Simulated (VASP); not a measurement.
# V (P6_3/mmc) in VASP: a series of runs

V is run at these levels: r2SCAN, PBE, PBE+D3(BJ), PBEsol; tasks: single point, relaxation of cell and atoms.

Everything below comes from runs of VASP 6.6.1. Logs are shortened: lines on timing, memory, paths and dates and some standing lists are left out, and cuts for length are marked.

## 1. The cell of the first run

The structure is hexagonal, space group P6_3/mmc (No. 194). Conventional cell: a = 2.604 Å, b = 2.604 Å, c = 4.723 Å, α = 90.00°, β = 90.00°, γ = 120.00°. Within 3.4 Å of V (site symmetry -6m2) lie 12 V at 2.60 to 2.80 Å.

This isn't the form of V at room conditions, which is bcc.

## 2. Single point, r2SCAN, collinear spin, ferromagnetic start

Contents of POSCAR:

```
V
1.0
    2.6042941027      0.0000000000      0.0000000000
   -1.3021470513      2.2553848518      0.0000000000
    0.0000000000      0.0000000000      4.7233360000
V
2
Direct
    0.3333333333      0.6666666667      0.2500000000
    0.6666666667      0.3333333333      0.7500000000
```

Contents of INCAR.step1:

```
SYSTEM = V
  ALGO = Normal
  EDIFF = 1E-4
  ENCUT = 520
  GGA = PE
  ISMEAR = -1
  ISPIN = 2
  LASPH = .TRUE.
  LCHARG = .FALSE.
  LMAXMIX = 4
  LREAL = .FALSE.
  LWAVE = .TRUE.
  MAGMOM = 2 2
  NBANDS = 24
  NELM = 150
  PREC = Accurate
  SIGMA = 0.05
```

Contents of INCAR.step2:

```
SYSTEM = V
  ALGO = Normal
  EDIFF = 1E-6
  ENCUT = 520
  ISIF = 2
  ISMEAR = -1
  ISPIN = 2
  ISTART = 1
  LASPH = .TRUE.
  LCHARG = .TRUE.
  LELF = .TRUE.
  LMAXMIX = 4
  LMIXTAU = .TRUE.
  LORBIT = 11
  LREAL = .FALSE.
  LVHAR = .TRUE.
  LWAVE = .FALSE.
  MAGMOM = 2 2
  METAGGA = R2SCAN
  NBANDS = 24
  NELM = 150
  PREC = Accurate
  SIGMA = 0.05
```

Contents of KPOINTS:

```
k-points
0
G
  12 12 6
  0 0 0
```

Potentials or basis: VASP PAW PBE potentials, release 64 (V_sv).

The run is started by

```
$ cat potpaw_PBE.64/V_sv/POTCAR > POTCAR
$ cp INCAR.step1 INCAR
$ mpirun -np 1 vasp_std > vasp.out
$ cp INCAR.step2 INCAR
$ mpirun -np 1 vasp_std > vasp.out
```

OUTCAR:

```text
SYSTEM = V
   EDIFF = 1E-6
   ENCUT = 520
   ISIF = 2
   ISMEAR = -1
   ISPIN = 2
   ISTART = 1
   LASPH = .TRUE.
   LORBIT = 11
   LREAL = .FALSE.
   METAGGA = R2SCAN
   NELM = 150
   PREC = Accurate

 ion  position               nearest neighbor table
   1  0.333  0.667  0.250-   2 2.80   2 2.80   2 2.80   2 2.80   2 2.80   2 2.80
   2  0.667  0.333  0.750-   1 2.80   1 2.80   1 2.80   1 2.80   1 2.80   1 2.80

  LATTYP: Found a hexagonal cell.
 ALAT       =     2.6042941027
 C/A-ratio  =     1.8136722712

  Lattice vectors:

 A1 = (   2.6042941027,   0.0000000000,   0.0000000000)
 A2 = (  -1.3021470513,   2.2553848518,   0.0000000000)
 A3 = (   0.0000000000,   0.0000000000,   4.7233360000)

Analysis of symmetry for initial positions (statically):
=====================================================================
 Subroutine PRICEL returns:
 Original cell was already a primitive cell.

 Routine SETGRP: Setting up the symmetry group for a
 hexagonal supercell.

 Subroutine GETGRP returns: Found 24 space group operations
 (whereof 12 operations were pure point group operations)
 out of a pool of 24 trial point group operations.

The static configuration has the point symmetry D_3d.
 The point group associated with its full space group is D_6h.

Analysis of symmetry for dynamics (positions and initial velocities):
=====================================================================
 Subroutine PRICEL returns:
 Original cell was already a primitive cell.

 Routine SETGRP: Setting up the symmetry group for a
 hexagonal supercell.

 Subroutine GETGRP returns: Found 24 space group operations
 (whereof 12 operations were pure point group operations)
 out of a pool of 24 trial point group operations.

The dynamic configuration has the point symmetry D_3d.
 The point group associated with its full space group is D_6h.

Analysis of structural, dynamic, and magnetic symmetry:
=====================================================================
 Subroutine PRICEL returns:
 Original cell was already a primitive cell.

 Routine SETGRP: Setting up the symmetry group for a
 hexagonal supercell.

 Subroutine GETGRP returns: Found 24 space group operations
 (whereof 12 operations were pure point group operations)
 out of a pool of 24 trial point group operations.

The overall configuration has the point symmetry D_3d.
 The point group associated with its full space group is D_6h.

 Subroutine INISYM returns: Found 24 space group operations
 (whereof 12 operations are pure point group operations),
 and found     1 'primitive' translations

[... 118 lines left out ...]
   LORBIT       =     11    0 simple, 1 ext, 2 COOP (PROOUT), +10 PAW based schemes
   METAGGA = R2SCAN    functional components
   LHFCALC =     F    Hartree Fock is set to
   AEXX    =    0.0000 exact exchange contribution
   IVDW    =     0    specifies the selected vdW correction
   LEPSILON=     F    determine dielectric tensor
   LRPA    =     F    only Hartree local field effects (RPA)
 spin polarized calculation
  energy-cutoff  :      520.00
  volume of cell :       27.74
 maximum number of plane-waves:       771
 NGX is ok and might be reduce to    20
   NGX =  9   NGY =  9   NGZ = 17

 number of electron      26.0000015 magnetization       0.0003723

 Free energy of the ion-electron system (eV)
  ---------------------------------------------------
  ext. energy  EPLUGINS =         0.00000000
  ---------------------------------------------------
  free energy    TOTEN  =       -27.73478708 eV

  energy without entropy =      -27.70740778  energy(sigma->0) =      -27.72109743

 E-fermi :   9.6945     XC(G=0): -13.8630

 val. band max:        9.6884474364   @ k =   0.0833   0.0833   0.5000
 cond. band min:       9.7228420574   @ k =   0.3333   0.0833   0.1667
 fundamental gap:      0.0343946210
 Fermi energy:         9.6944500593

 spin component 1

 k-point     1 :       0.0000    0.0000    0.0000
  band No.  band energies     occupation
      1     -56.9508      1.00000
      2     -56.8385      1.00000
      3     -29.9214      1.00000
      4     -29.2586      1.00000
      5     -29.1395      1.00000
      6     -29.1395      1.00000
[... 637 lines left out ...]
     23      25.1366      0.00000
     24      27.5638      0.00000

 [... further k-points ...]

 spin component 2

 k-point     1 :       0.0000    0.0000    0.0000
  band No.  band energies     occupation
      1     -56.9506      1.00000
      2     -56.8384      1.00000
      3     -29.9212      1.00000
      4     -29.2584      1.00000
      5     -29.1393      1.00000
      6     -29.1393      1.00000
[... 637 lines left out ...]
     23      25.1367      0.00000
     24      27.5639      0.00000

 [... further k-points ...]

------------------------ aborting loop because EDIFF is reached ----------------------------------------

  FORCE on cell =-STRESS in cart. coord.  units (eV):
  Direction    XX          YY          ZZ          XY          YZ          ZX
  --------------------------------------------------------------------------------------
  -------------------------------------------------------------------------------------
  Total       -0.3695842     -0.3695842     -0.6138795     -0.0000000     -0.0000000      0.0000000
  in kB      -21.3434396    -21.3434396    -35.4514675     -0.0000000     -0.0000000      0.0000000
  external PRESSURE =     -26.0461155 kB  Pullay stress =       0.0000000 kB

 VOLUME and BASIS-vectors are now :
 -----------------------------------------------------------------------------
  energy-cutoff  :      520.00
  volume of cell :       27.74
      direct lattice vectors                 reciprocal lattice vectors
     2.604294103  0.000000000  0.000000000     0.383981210  0.221691655  0.000000000
    -1.302147051  2.255384852  0.000000000     0.000000000  0.443383310  0.000000000
     0.000000000  0.000000000  4.723336000     0.000000000  0.000000000  0.211714771

 POSITION                                       TOTAL-FORCE (eV/Angst)
 -----------------------------------------------------------------------------------
     -0.00000      1.50359      1.18083         0.000000     -0.000000      0.000000
      1.30215      0.75179      3.54250        -0.000000      0.000000      0.000000
 -----------------------------------------------------------------------------------
    total drift:                                0.000000     -0.000000      0.000000

  FREE ENERGIE OF THE ION-ELECTRON SYSTEM (eV)
  ---------------------------------------------------
  free  energy   TOTEN  =       -27.7347870761 eV

  energy  without entropy=      -27.7074077793  energy(sigma->0) =      -27.72109743

 total charge

# of ion       s       p       d       tot
------------------------------------------
    1        2.340   6.221   3.040  11.601
    2        2.340   6.221   3.040  11.601
--------------------------------------------------
tot          4.679  12.441   6.081  23.202

 magnetization (x)

# of ion       s       p       d       tot
------------------------------------------
    1        0.000   0.000   0.000   0.000
    2        0.000   0.000   0.000   0.000
--------------------------------------------------
tot          0.000   0.000   0.000   0.000
```

Run time: 8.4 min. Hardware: 1 thread of Intel Xeon 8259CL, shared host; peak memory 0.2 GiB.

What came out:

| Quantity | Value |
| --- | --- |
| Free energy | -27.7348 eV |
| Pressure | -2.6 GPa |
| Band gap on the k mesh | zero (filled and empty bands overlap) |
| Net moment | 0.00 μB per cell |
| Valence electrons inside the program's atomic spheres | V 11.60 |

Stress tensor (GPa, compression positive):
```
-2.13  0.00  0.00
 0.00 -2.13  0.00
 0.00  0.00 -3.55
```

Levels at points of the mesh, in eV from the Fermi level:
Spin up:
```csv
k point,band 9,band 10,band 11,band 12,band 13,band 14,band 15,band 16,band 17,band 18
"(0.00, 0.00, 0.00)",-7.36,-3.70,-0.65,-0.50,0.39,0.39,0.71,0.71,2.07,2.07
"(0.50, 0.00, 0.00)",-3.11,-3.04,-2.79,-0.36,-0.30,0.27,0.80,3.22,3.67,3.78
"(0.00, 0.00, 0.50)",-5.51,-5.51,-1.16,-1.16,0.43,0.43,0.43,0.43,2.75,2.75
"(0.50, 0.00, 0.50)",-3.41,-3.41,-1.88,-1.88,1.56,1.56,1.87,1.87,3.73,3.73
```
Spin down:
| k point | band 10 | band 11 | band 12 | band 13 | band 14 | band 15 | band 16 | band 17 |
| --- | --- | --- | --- | --- | --- | --- | --- | --- |
| (0.00, 0.00, 0.00) | -3.70 | -0.65 | -0.50 | 0.39 | 0.39 | 0.71 | 0.71 | 2.07 |
| (0.50, 0.00, 0.00) | -3.04 | -2.79 | -0.36 | -0.30 | 0.27 | 0.80 | 3.22 | 3.67 |
| (0.00, 0.00, 0.50) | -5.51 | -1.16 | -1.16 | 0.43 | 0.43 | 0.43 | 0.43 | 2.75 |
| (0.50, 0.00, 0.50) | -3.41 | -1.88 | -1.88 | 1.56 | 1.56 | 1.87 | 1.87 | 3.73 |

Caveat: the moments typed at the start vanished in this run; the PAW data sets were made with another functional, which shifts forces and pressure a little.

## 3. Single point, r2SCAN, collinear spin, ferromagnetic start

This run uses another cell than the first one, of 14.43 Å³/atom.

Contents of POSCAR:

```
V
1.0
    2.6385650605      0.0000000000      0.0000000000
   -1.3192825302      2.2850643718      0.0000000000
    0.0000000000      0.0000000000      4.7854922858
V
2
Direct
    0.3333333333      0.6666666667      0.2500000000
    0.6666666667      0.3333333333      0.7500000000
```

Contents of INCAR.step1:

```
SYSTEM = V
PREC = Accurate
ENCUT = 520
ISMEAR = -1
SIGMA = 0.05
LREAL = .False.
LASPH = .True.
NELM = 150
ISPIN = 2
MAGMOM = 2 2
LMAXMIX = 4
NBANDS = 24
GGA = PE
ALGO = Normal
EDIFF = 1E-4
LWAVE = .True.
LCHARG = .False.
```

Contents of INCAR.step2:

```
SYSTEM = V
PREC = Accurate
ENCUT = 520
EDIFF = 1E-6
ISMEAR = -1
SIGMA = 0.05
LREAL = .False.
LASPH = .True.
NELM = 150
ALGO = Normal
ISIF = 2
LWAVE = .False.
LCHARG = .False.
ISPIN = 2
MAGMOM = 2 2
LORBIT = 11
LMAXMIX = 4
METAGGA = R2SCAN
LMIXTAU = .True.
NBANDS = 24
ISTART = 1
```

Contents of KPOINTS:

```
Automatic mesh
0
Gamma
  12 12 6
  0 0 0
```

Potentials or basis: VASP PAW PBE potentials, release 64 (V_sv).

The run is started by

```
$ cat potpaw_PBE.64/V_sv/POTCAR > POTCAR
$ cp INCAR.step1 INCAR
$ mpirun -np 1 vasp_std > vasp.out
$ cp INCAR.step2 INCAR
$ mpirun -np 1 vasp_std > vasp.out
```

It took 7.8 min on 1 thread of Intel Xeon 8259CL, shared host; peak memory 0.21 GiB.

It converged, with:

```
Free energy                                           : -27.6948 eV
Pressure                                              : -8.9 GPa
Band gap on the k mesh                                : zero (filled and empty bands overlap)
Net moment                                            : 0.00 μB per cell
Valence electrons inside the program's atomic spheres : V 11.54
```

Stress tensor (GPa, compression positive):
```
-8.48  0.00  0.00
 0.00 -8.48  0.00
 0.00  0.00 -9.78
```

Levels at points of the mesh, in eV from the Fermi level:
Spin up:
```
           k point  band 11  band 12  band 13  band 14  band 15  band 16
(0.00, 0.00, 0.00)    -0.62    -0.56     0.38     0.38     0.69     0.69
(0.50, 0.00, 0.00)    -2.63    -0.41    -0.27     0.24     0.79     3.07
(0.00, 0.00, 0.50)    -1.11    -1.11     0.42     0.42     0.42     0.42
(0.50, 0.00, 0.50)    -1.78    -1.78     1.45     1.45     1.80     1.80
```
Spin down:
| k point | band 11 | band 12 | band 13 | band 14 | band 15 | band 16 |
| --- | --- | --- | --- | --- | --- | --- |
| (0.00, 0.00, 0.00) | -0.62 | -0.56 | 0.38 | 0.38 | 0.69 | 0.69 |
| (0.50, 0.00, 0.00) | -2.63 | -0.41 | -0.27 | 0.25 | 0.79 | 3.07 |
| (0.00, 0.00, 0.50) | -1.11 | -1.11 | 0.43 | 0.43 | 0.43 | 0.43 |
| (0.50, 0.00, 0.50) | -1.77 | -1.77 | 1.45 | 1.45 | 1.80 | 1.80 |

Caveat: the cell stands under tension; the moments typed at the start vanished in this run; the PAW data sets were made with another functional, which shifts forces and pressure a little.

## 4. Relaxation of cell and atoms, PBE, collinear spin, ferromagnetic start

Contents of INCAR:

```
  PREC = Accurate
  ENCUT = 600
  EDIFF = 1E-6
  ISMEAR = -1
  SIGMA = 0.05
  LREAL = False
  LASPH = True
  NELM = 150
  ALGO = Fast
  ISIF = 3
  LWAVE = False
  LCHARG = False
  ISPIN = 2
  MAGMOM = 2 2
  LORBIT = 11
  LMAXMIX = 4
  GGA = PE
  IBRION = 2
  NSW = 60
  EDIFFG = -0.01
```

Contents of KPOINTS:

```
regular mesh
0
Gamma
  12 12 6
```

Contents of POSCAR:

```
V
1.0
    2.6042941027      0.0000000000      0.0000000000
   -1.3021470513      2.2553848518      0.0000000000
    0.0000000000      0.0000000000      4.7233360000
V
2
Direct
    0.3333333333      0.6666666667      0.2500000000
    0.6666666667      0.3333333333      0.7500000000
```

Potentials or basis: VASP PAW PBE potentials, release 64 (V_sv).

The run is started by

```
$ cat potpaw_PBE.64/V_sv/POTCAR > POTCAR
$ mpirun -np 1 vasp_std > vasp.out
```

OUTCAR:

```text
PREC = Accurate
   ENCUT = 600
   EDIFF = 1E-6
   ISMEAR = -1
   LREAL = False
   LASPH = True
   NELM = 150
   ISIF = 3
   ISPIN = 2
   LORBIT = 11
   GGA = PE
   IBRION = 2
   NSW = 60
   EDIFFG = -0.01

 ion  position               nearest neighbor table
   1  0.333  0.667  0.250-   2 2.80   2 2.80   2 2.80   2 2.80   2 2.80   2 2.80
   2  0.667  0.333  0.750-   1 2.80   1 2.80   1 2.80   1 2.80   1 2.80   1 2.80

  LATTYP: Found a hexagonal cell.
 ALAT       =     2.6042941027
 C/A-ratio  =     1.8136722712

  Lattice vectors:

 A1 = (   2.6042941027,   0.0000000000,   0.0000000000)
 A2 = (  -1.3021470513,   2.2553848518,   0.0000000000)
 A3 = (   0.0000000000,   0.0000000000,   4.7233360000)

Analysis of symmetry for initial positions (statically):
=====================================================================
 Subroutine PRICEL returns:
 Original cell was already a primitive cell.

 Routine SETGRP: Setting up the symmetry group for a
 hexagonal supercell.

 Subroutine GETGRP returns: Found 24 space group operations
 (whereof 12 operations were pure point group operations)
 out of a pool of 24 trial point group operations.

The static configuration has the point symmetry D_3d.
 The point group associated with its full space group is D_6h.

Analysis of symmetry for dynamics (positions and initial velocities):
=====================================================================
 Subroutine PRICEL returns:
 Original cell was already a primitive cell.

[... 182 lines left out ...]
  in kB       -0.3541998     -0.3541998    -11.8077508     -0.0000000      0.0000000      0.0000000
  external PRESSURE =      -4.1720502 kB  Pullay stress =       0.0000000 kB
[... 177 lines left out ...]
 number of electron      26.0000005 magnetization       0.0000001

 number of electron      26.0000005 magnetization      -0.0000001

 Free energy of the ion-electron system (eV)
  ---------------------------------------------------
  ext. energy  EPLUGINS =         0.00000000
  ---------------------------------------------------
  free energy    TOTEN  =       -17.49731556 eV

  energy without entropy =      -17.47101803  energy(sigma->0) =      -17.48416680

 E-fermi :   9.7274     XC(G=0): -12.7407

 val. band max:        9.7263588930   @ k =   0.1667  -0.0000   0.0000
 cond. band min:       9.7300347418   @ k =   0.3333   0.1667   0.5000
 fundamental gap:      0.0036758488
 Fermi energy:         9.7273510421

 spin component 1

 k-point     1 :       0.0000    0.0000    0.0000
  band No.  band energies     occupation
      1     -54.2973      1.00000
      2     -54.1866      1.00000
      3     -28.4019      1.00000
      4     -27.7542      1.00000
      5     -27.6341      1.00000
      6     -27.6341      1.00000
[... 517 lines left out ...]
     18      12.3614      0.00000
     19      12.6917      0.00000

 [... further k-points ...]

 spin component 2

 k-point     1 :       0.0000    0.0000    0.0000
  band No.  band energies     occupation
      1     -54.2973      1.00000
      2     -54.1866      1.00000
      3     -28.4019      1.00000
      4     -27.7542      1.00000
      5     -27.6341      1.00000
      6     -27.6341      1.00000
[... 548 lines left out ...]
  FREE ENERGIE OF THE ION-ELECTRON SYSTEM (eV)
  ---------------------------------------------------
  free  energy   TOTEN  =       -17.4973155640 eV

  energy  without entropy=      -17.4710180265  energy(sigma->0) =      -17.48416680

 reached required accuracy - stopping structural energy minimisation

 total charge

# of ion       s       p       d       tot
------------------------------------------
    1        2.343   6.210   3.077  11.630
    2        2.343   6.210   3.077  11.630
--------------------------------------------------
tot          4.687  12.419   6.153  23.259

 magnetization (x)

# of ion       s       p       d       tot
------------------------------------------
    1        0.000   0.000   0.000   0.000
    2        0.000   0.000   0.000   0.000
--------------------------------------------------
tot          0.000   0.000   0.000   0.000
```

It took 6 min on 1 thread of AMD EPYC 7R13, shared host; peak memory 0.23 GiB.

What came out:

| Item | Value |
| --- | --- |
| Free energy | -17.4973 eV |
| Relaxed volume | 13.84 Å³/atom |
| Relaxed cell | a = 2.608 Å, b = 2.608 Å, c = 4.701 Å, α = 90.00°, β = 90.00°, γ = 120.00° |
| Space group after relaxing (to 0.1 Å) | P6_3/mmc (No. 194) |
| Energy gained by relaxing | 0.2 meV/atom |
| Ionic steps | 6 |
| Pressure after relaxing | 0.0 GPa |
| Band gap on the k mesh | zero (filled and empty bands overlap) |
| Net moment | 0.00 μB per cell |
| Valence electrons inside the program's atomic spheres | V 11.63 |

Step by step:
```tsv
step	energy change (eV)	largest force (eV/Å)	pressure (GPa)	volume (Å³)
1	0.0000	0.0000	-0.42	27.74
2	-0.0003	0.0000	0.49	27.60
3	-0.0004	0.0000	0.34	27.64
4	-0.0004	0.0000	-0.20	27.69
5	-0.0005	0.0000	0.14	27.68
6	-0.0005	0.0000	0.05	27.68
```

Final structure:
```
CELL_PARAMETERS angstrom
2.60761 0.00000 0.00000
-1.30381 2.25826 0.00000
0.00000 0.00000 4.70054
ATOMIC_POSITIONS crystal
V 0.33333 0.66667 0.25000
V 0.66667 0.33333 0.75000
```

Caveat: the moments typed at the start vanished in this run.

(Part 1 of 2 ends here.)

The gap in the log of VASP goes by the Fermi energy; the results here count the filled bands.